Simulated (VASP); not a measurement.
A run of VASP 6.6.1 is set up as follows.

Contents of INCAR:

```
SYSTEM = Bi
ALGO = Fast
EDIFF = 1E-6
ENCUT = 520
GGA = PE
ISIF = 2
ISMEAR = 0
IVDW = 12
LASPH = .TRUE.
LCHARG = .FALSE.
LREAL = .FALSE.
LWAVE = .FALSE.
NBANDS = 14
NELM = 60
PREC = Accurate
SIGMA = 0.15
```

File KPOINTS:

```
k-points
0
G
  18 18 18
  0 0 0
```

File POSCAR:

```
Bi
1.0
   -1.8766640895      1.8766640895      2.0222932228
    1.8766640895     -1.8766640895      2.0222932228
    1.8766640895      1.8766640895     -2.0222932228
Bi
1
Direct
    0.0000000000      0.0000000000      0.0000000000
```

Potentials or basis: VASP PAW PBE potentials, release 64 (Bi_d).

Run with:

```bash
$ cat potpaw_PBE.64/Bi_d/POTCAR > POTCAR
$ mpirun -np 1 vasp_std > vasp.out
```

What does it give for the pressure?

3.8 GPa.

Estimate the dispersion energy per atom.

-0.553 eV.

Stress tensor (GPa, compression positive):
```
4.19 0.00 0.00
0.00 4.19 0.00
0.00 0.00 3.07
```

Caveat: pairwise dispersion overbinds metals, which lowers pressure and volume.
